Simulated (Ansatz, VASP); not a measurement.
Two plane-wave programs on GaN

The input INCAR:

```
PREC     = Accurate       # precision mode
ENCUT    = 520            # plane-wave cutoff, eV
EDIFF    = 1E-6           # SCF threshold, eV
ISMEAR   = 0              # smearing method
SIGMA    = 0.01           # smearing width, eV
LREAL    = False          # projectors in reciprocal space
LASPH    = True           # aspherical terms in the spheres
NELM     = 100            # most SCF steps
ALGO     = Normal         # electronic algorithm
ISIF     = 2              # what is computed and relaxed
LWAVE    = False          # write WAVECAR
LCHARG   = True           # write CHGCAR
GGA      = PS             # functional
LELF     = True           # ELF
LVHAR    = True         
NBANDS   = 26             # bands
```

File KPOINTS:

```
Automatic mesh
0
Gamma
  6 6 4
```

Contents of POSCAR:

```
GaN
1.0
    2.9672035378      0.0000000000      0.0000000000
   -1.4836017689      2.5696736419      0.0000000000
    0.0000000000      0.0000000000      5.0329255193
Ga N
2 2
Direct
    0.0000000000      0.0000000000      0.0000000000
    0.0000000000      0.0000000000      0.5000000000
    0.3333333333      0.6666666667      0.2500000000
    0.6666666667      0.3333333333      0.7500000000
```

Input for Ansatz:

```yaml
crystal:
  lattice:
    - [2.9672035378, 0.0, 0.0]
    - [-1.4836017689, 2.5696736419, 0.0]
    - [0.0, 0.0, 5.0329255193]
  atoms:
    - { symbol: Ga, position: [0.0, 0.0, 0.0] }
    - { symbol: Ga, position: [0.0, 0.0, 0.5] }
    - { symbol: "N", position: [0.3333333333, 0.6666666667, 0.25] }
    - { symbol: "N", position: [0.6666666667, 0.3333333333, 0.75] }
kpoints:
  mp_grid: { grid: [6, 6, 4] }
hamiltonian:
  xc: pbesol
scf:
  occupations: { method: fixed }
  n_extra_bands: 5
output:
  forces: true
  stress: true
  eigenvalues: true
```

Alike in both runs: task single point; functional PBEsol; k mesh 6 × 6 × 4; no spin polarisation.

|  | VASP | Ansatz |
| --- | --- | --- |
| version | VASP 6.6.1 | Ansatz 0.2.0 |
| potentials or method | VASP PAW PBE potentials, release 64 (Ga_d, N) | plane waves, PAW |
| plane-wave cutoff (eV) | 520 | 420 |
| occupations | gaussian, width 0.01 eV | fixed |
| valence electrons in the cell | 36 | 36 |

Ansatz gave:

| Item | Value |
| --- | --- |
| gap on the k mesh at the Fermi level (eV) | 1.23 |
| pressure (GPa) | 0.5 |
| traceless stress, the component that is largest in VASP (GPa) | 0.36 |

Problem. Which values does VASP return?

Solution. gap on the k mesh at the Fermi level (eV): 1.22; pressure (GPa): 1.0; traceless stress, the component that is largest in VASP (GPa): 0.32.

VASP's potentials were made for PBE, not for PBEsol.
